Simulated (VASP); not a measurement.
A run of VASP 6.6.1 is set up as follows.

INCAR

```
SYSTEM = Zn3Cl2
PREC = Accurate
ENCUT = 520
EDIFF = 1E-6
ISMEAR = 0
SIGMA = 0.1
LREAL = .False.
LASPH = .True.
NELM = 80
ALGO = Normal
ISIF = 2
LWAVE = .False.
LCHARG = .False.
GGA = PE
NBANDS = 33
```

File KPOINTS:

```
Automatic mesh
0
Gamma
  12 12 4
  0 0 0
```

POSCAR

```
Zn3Cl2
1.0
    3.4256284554      0.0000000000      0.0000000000
   -1.7128142277      2.9666812663      0.0000000000
    0.0000000000      0.0000000000     10.9415052012
Zn Cl
3 2
Direct
    0.0000000000      0.0000000000      0.0000000000
    0.3333333333      0.6666666667      0.8234986098
    0.6666666667      0.3333333333      0.1765013902
    0.3333333333      0.6666666667      0.3101892389
    0.6666666667      0.3333333333      0.6898107611
```

Potentials or basis: VASP PAW PBE potentials, release 64 (Zn, Cl).

The run is started by

```sh
$ cat potpaw_PBE.64/Zn/POTCAR potpaw_PBE.64/Cl/POTCAR > POTCAR
$ mpirun -np 1 vasp_std > vasp.out
```

(1) Predict the pressure.

(2) What does it give for the largest force?

(3) Estimate the band gap on the k mesh.

## Answers

(1) 0.1 GPa.

(2) 0.030 eV/Å.

(3) zero (bands 25 and 26 overlap by 0.62 eV).

Caveat: this functional lacks dispersion, which binds layers or chains, so the pressure and a relaxed spacing across them are unreliable.
